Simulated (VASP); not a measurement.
# CuO: single point with r2SCAN

Crystal: CuO.

```xyz
4
Lattice="2.3366 -1.7385 0.0000 2.3366 1.7385 0.0000 -0.7622 0.0000 5.0619" Properties=species:S:1:pos:R:3 pbc="T T T"
Cu    1.1683    0.8692    0.0000
Cu    0.7872   -0.8692    2.5310
O     2.1461   -0.1679    1.2655
O     1.7650    0.1679    3.7965
```

| Quantity | Value |
| --- | --- |
| Program | VASP 6.6.1 |
| Task | single point |
| Functional | r2SCAN |
| Potentials or basis | VASP PAW PBE potentials, release 64 (Cu, O) |
| Cutoff | 520 eV |
| k mesh | 7 × 7 × 4 |
| Occupations | fermi-dirac, width 0.05 eV |
| Spin | collinear spin |
| Starting moments | [1.0, -1.0, 0.0, 0.0] μB |

The pressure is 1.2 GPa. The largest force is 0.192 eV/Å and the band gap on the k mesh is zero (filled and empty bands overlap). The net moment is 0.00 μB per cell and the valence electrons inside the program's atomic spheres are Cu 9.95; O 5.00.

Forces on the atoms (eV/Å):
```
Cu   0.000  0.000  0.000
Cu   0.000  0.000  0.000
O    0.000 -0.192  0.000
O    0.000  0.192  0.000
```

Stress tensor (GPa, compression positive):
```
-1.27  0.00  2.76
 0.00  2.76  0.00
 2.76  0.00  2.15
```

Levels at points of the mesh, in eV from the Fermi level:
Spin up:
```csv
k point,band 14,band 15,band 16,band 17,band 18,band 19,band 20,band 21
"(0.00, 0.00, 0.00)",-2.54,-2.44,-1.96,0.22,0.98,2.04,6.63,8.48
"(0.00, 0.00, 0.50)",-2.46,-1.77,-1.77,0.21,0.22,4.22,4.22,12.52
```
Spin down:
```
           k point  band 15  band 16  band 17  band 18  band 19  band 20
(0.00, 0.00, 0.00)    -2.44    -1.96     0.22     0.98     2.04     6.63
(0.00, 0.00, 0.50)    -1.77    -1.77     0.21     0.22     4.22     4.22
```

It took 14 min on 1 × NVIDIA H100 80GB with 1 thread of AMD EPYC 7R13 Processor (Zen 3), with other jobs on the host, peak memory 1.3 GiB.

Caveat: the PAW data sets were made with another functional, which shifts forces and pressure a little; semilocal functionals often make such compounds metallic where correlation or magnetic order opens a gap, which also shifts bond lengths. With open d or f shells a metallic result of r2SCAN can be an artefact of self-interaction; +U or a hybrid may open a gap.
